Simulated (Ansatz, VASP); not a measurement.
**BN: VASP beside Ansatz**

```
CELL_PARAMETERS angstrom
4.32320 0.00000 0.00000
0.00000 4.32320 0.00000
0.00000 0.00000 2.54919
ATOMIC_POSITIONS crystal
B 0.17428 0.82572 0.50000
B 0.32572 0.32572 0.00000
B 0.67428 0.67428 0.00000
B 0.82572 0.17428 0.50000
N 0.81261 0.81261 0.50000
N 0.31261 0.68739 0.00000
N 0.68739 0.31261 0.00000
N 0.18739 0.18739 0.50000
```

Alike in both runs: task single point; functional PBE; k mesh 6 × 6 × 10; occupations gaussian, width 0.05 eV; no spin polarisation.

```csv
,VASP,Ansatz
version,VASP 6.6.1,Ansatz 0.2.0
potentials or method,"VASP PAW PBE potentials, release 64 (B, N), cutoff 520 eV","scalar-relativistic, plane waves, PAW"
valence electrons in the cell,32,32
```

Ansatz gave:

- gap on the k mesh at the Fermi level (eV): 4.75
- least direct gap on the mesh (eV): 5.86
- pressure (GPa): 16.8
- traceless stress, the component that is largest in VASP (GPa): -12.26
- rms of the force components (eV/Å): 0.153

Q: Which values does VASP return?

A: gap on the k mesh at the Fermi level (eV): 4.73; least direct gap on the mesh (eV): 5.85; pressure (GPa): 17.3; traceless stress, the component that is largest in VASP (GPa): -12.29; rms of the force components (eV/Å): 0.159.

Atom by atom the forces differ by 0.006 eV/Å (rms over components). With one functional, cell and mesh, what is left measures potentials, basis and numerics.
